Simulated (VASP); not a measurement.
Input of a VASP 6.6.1 run:

File INCAR:

```
SYSTEM = Zn
PREC = Accurate
ENCUT = 520
EDIFF = 1E-6
ISMEAR = 0
SIGMA = 0.15
LREAL = .False.
LASPH = .True.
NELM = 80
ALGO = Fast
ISIF = 2
LWAVE = .False.
LCHARG = .False.
GGA = PE
NBANDS = 19
```

The input KPOINTS:

```
Automatic mesh
0
Gamma
  24 24 10
  0 0 0
```

The input POSCAR:

```
Zn
1.0
    2.6248260824      0.0000000000      0.0000000000
   -1.3124130412      2.2731660679      0.0000000000
    0.0000000000      0.0000000000      4.8724995000
Zn
2
Direct
    0.3333333333      0.6666666667      0.2500000000
    0.6666666667      0.3333333333      0.7500000000
```

Potentials or basis: VASP PAW PBE potentials, release 64 (Zn).

Launch:

```console
$ cat potpaw_PBE.64/Zn/POTCAR > POTCAR
$ mpirun -np 1 vasp_std > vasp.out
```

**Question.** What does it give for the band gap on the k mesh?

**Answer.** Zero (bands 12 and 13 overlap by 4.46 eV).

**Question.** What does it give for the pressure?

**Answer.** 4.0 GPa.

Stress tensor (GPa, compression positive):
```
3.79 0.00 0.00
0.00 3.79 0.00
0.00 0.00 4.41
```

Caveat: the cell differs from its parent crystal (strain -0.015 along x and y, -0.015 along z); the cell stands under pressure.
